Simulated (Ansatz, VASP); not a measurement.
## WC in VASP and in Ansatz

```xyz
2
Lattice="2.9005 0.0000 0.0000 -1.4503 2.5119 0.0000 0.0000 0.0000 2.8290" Properties=species:S:1:pos:R:3 pbc="T T T"
W     0.0000    0.0000    0.0000
C     1.4503    0.8373    1.4145
```

Alike in both runs: task electric field gradients; functional PBE; k mesh 13 × 13 × 12; occupations fermi-dirac, width 0.05 eV; no spin polarisation.

|  | VASP | Ansatz |
| --- | --- | --- |
| version | VASP 6.6.1 | Ansatz 0.2.0 |
| potentials or method | VASP PAW PBE potentials, release 64 (W_sv, C) | PAW with Ansatz's default frozen-core files, scalar-relativistic |
| plane-wave cutoff (eV) | 520 | 420 |
| valence electrons in the cell | 18 | 18 |

|  | VASP | Ansatz | Ansatz less VASP |
| --- | --- | --- | --- |
| pressure (GPa) | 9.6 | 8.4 | -1.18 |
| traceless stress, the component that is largest in VASP (GPa) | 0.30 | 0.08 | -0.220 |
| size of Vzz on the site where it differs most (V/Å²) | 144.5 | 140.5 | -4.00 |

With one functional, cell and mesh, what is left measures potentials, basis and numerics.

Spin-orbit coupling is off throughout.
